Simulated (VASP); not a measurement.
Set up this calculation in VASP 6.6.1, as the native input.

| Property | Result |
| --- | --- |
| Task | relaxation of shape and atoms at fixed volume |
| Functional | PBE |
| Potentials or basis | VASP PAW PBE potentials, release 64 (Hf_pv) |
| Cutoff | 600 eV |
| k mesh | 16 × 16 × 15 |
| Occupations | fermi-dirac, width 0.1 eV |
| Spin | no spin polarisation |
| Dipole correction | no |
| Further INCAR settings | ALGO = Normal; EDIFF = 1e-06; IBRION = 2; EDIFFG = -0.005; NSW = 50; ISIF = 4 |

The structure of Hf lies in POSCAR:

```
Hf
1.0
    2.2612649157      0.0000000000      0.0000000000
   -1.1306324579      1.9583128617      0.0000000000
    0.0000000000      0.0000000000      2.2686831439
Hf
1
Direct
    0.0000000000      0.0000000000      0.0000000000
```

This isn't the form of Hf at room conditions, which is hcp.

The input as run:

INCAR

```
SYSTEM = Hf
ALGO = Normal
EDIFF = 1E-6
EDIFFG = -0.005
ENCUT = 600
GGA = PE
IBRION = 2
ISIF = 4
ISMEAR = -1
LASPH = .True.
LCHARG = .False.
LREAL = .False.
LWAVE = .False.
NELM = 60
NSW = 50
PREC = Accurate
SIGMA = 0.1
```

KPOINTS

```
k-points
0
Gamma
  16 16 15
  0 0 0
```

Potentials or basis: VASP PAW PBE potentials, release 64 (Hf_pv).

The run is started by

```bash
$ cat potpaw_PBE.64/Hf_pv/POTCAR > POTCAR
$ mpirun -np 1 vasp_std > vasp.out
```

Results of the run:

* Pressure after relaxing: 374.3 GPa
* Band gap on the k mesh: zero (bands 5 and 6 overlap by 5.15 eV)

Caveat: spin-orbit coupling is left out, which moves the levels of the heavy elements.

Run time: 2.5 min on 1 thread of Intel Xeon 8259CL, on a shared host, peak memory 0.15 GiB.
